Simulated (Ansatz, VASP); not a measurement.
## TiAlPt: VASP beside Ansatz

The input POSCAR:

```
TiAlPt
1.0
    6.8447680000      0.0967450000      0.0568190000
    0.1076920000      6.9470970000      0.5771980000
    0.0126740000      0.5438080000      5.1116070000
Ti Al Pt
5 5 5
Direct
    0.7380215668      0.3902923599      0.8196951213
    0.0782040950      0.1307151186      0.6208956465
    0.3416130673      0.8138863001      0.7327280163
    0.5956163737      0.7177529383      0.3171734821
    0.4895202378      0.1942049990      0.3507098032
    0.3367172711      0.4479795723      0.6989934316
    0.9568388673      0.6896657650      0.0313220669
    0.1106693197      0.2794615298      0.0814485055
    0.2131925289      0.9198531292      0.2267409818
    0.7343425612      0.9308133917      0.6929701050
    0.9857403308      0.6955728131      0.5557916218
    0.4553856829      0.1134592936      0.8932556306
    0.2918483609      0.5579618160      0.2005173732
    0.8413105962      0.0281111927      0.1369767806
    0.8137641153      0.3878736828      0.3300784555
```

The input INCAR.step1:

```
ALGO = Normal
EDIFF = 1E-4
ENCUT = 520
GGA = PE
ISMEAR = 0
LASPH = T
LCHARG = F
LREAL = Auto
LWAVE = T
NBANDS = 76
NELM = 60
PREC = Accurate
SIGMA = 0.1
```

INCAR.step2

```
ALGO = Normal
EDIFF = 1E-6
ENCUT = 520
ISIF = 2
ISMEAR = 0
ISTART = 1
LASPH = T
LCHARG = T
LELF = T
LMIXTAU = T
LREAL = Auto
LVHAR = T
LWAVE = F
METAGGA = R2SCAN
NBANDS = 76
NELM = 60
PREC = Accurate
SIGMA = 0.1
```

The input KPOINTS:

```
k-points
0
Gamma
  3 3 4
```

Input for Ansatz:

```yaml
crystal:
  lattice:
    - [6.844768, 0.096745, 0.056819]
    - [0.107692, 6.947097, 0.577198]
    - [0.012674, 0.543808, 5.111607]
  atoms:
    - { symbol: Ti, position: [0.7380215668, 0.3902923599, 0.8196951213] }
    - { symbol: Ti, position: [0.078204095, 0.1307151186, 0.6208956465] }
    - { symbol: Ti, position: [0.3416130673, 0.8138863001, 0.7327280163] }
    - { symbol: Ti, position: [0.5956163737, 0.7177529383, 0.3171734821] }
    - { symbol: Ti, position: [0.4895202378, 0.194204999, 0.3507098032] }
    - { symbol: Al, position: [0.3367172711, 0.4479795723, 0.6989934316] }
    - { symbol: Al, position: [0.9568388673, 0.689665765, 0.0313220669] }
    - { symbol: Al, position: [0.1106693197, 0.2794615298, 0.0814485055] }
    - { symbol: Al, position: [0.2131925289, 0.9198531292, 0.2267409818] }
    - { symbol: Al, position: [0.7343425612, 0.9308133917, 0.692970105] }
    - { symbol: Pt, position: [0.9857403308, 0.6955728131, 0.5557916218] }
    - { symbol: Pt, position: [0.4553856829, 0.1134592936, 0.8932556306] }
    - { symbol: Pt, position: [0.2918483609, 0.557961816, 0.2005173732] }
    - { symbol: Pt, position: [0.8413105962, 0.0281111927, 0.1369767806] }
    - { symbol: Pt, position: [0.8137641153, 0.3878736828, 0.3300784555] }
basis:
  ecutwfc: 500
kpoints:
  mp_grid: { grid: [3, 3, 4] }
hamiltonian:
  xc: r2scan
scf:
  occupations: { method: gaussian, width: 0.1 }
  n_extra_bands: 8
output:
  forces: true
  stress: true
  eigenvalues: true
  populations: true
  dos:
    method: { smearing: { sigma: 0.1, scheme: gaussian } }
    projected: true
    de: 0.02
```

Alike in both runs: task single point; functional r2SCAN; k mesh 3 × 3 × 4; occupations gaussian, width 0.1 eV; no spin polarisation.

```csv
,VASP,Ansatz
version,VASP 6.6.1,Ansatz 0.2.0
potentials or method,"VASP PAW PBE potentials, release 64 (Ti_sv, Al, Pt), cutoff 520 eV","scalar-relativistic, plane waves, PAW"
valence electrons in the cell,125,165
```

```csv
,VASP,Ansatz,Ansatz less VASP
gap on the k mesh at the Fermi level (eV),none,none,-
rms of the force components (eV/Å),0.162,0.160,-0.0020
```

VASP's potentials were made for PBE, not for r2SCAN. Atom by atom the forces differ by 0.014 eV/Å (rms over components). A gap of «none» marks a metal or a gap that the smearing closes. VASP's potentials hold 125 valence electrons a cell and Ansatz's 165, so a difference there can come from the potentials and not from the codes.

Neither program's run includes spin-orbit coupling.
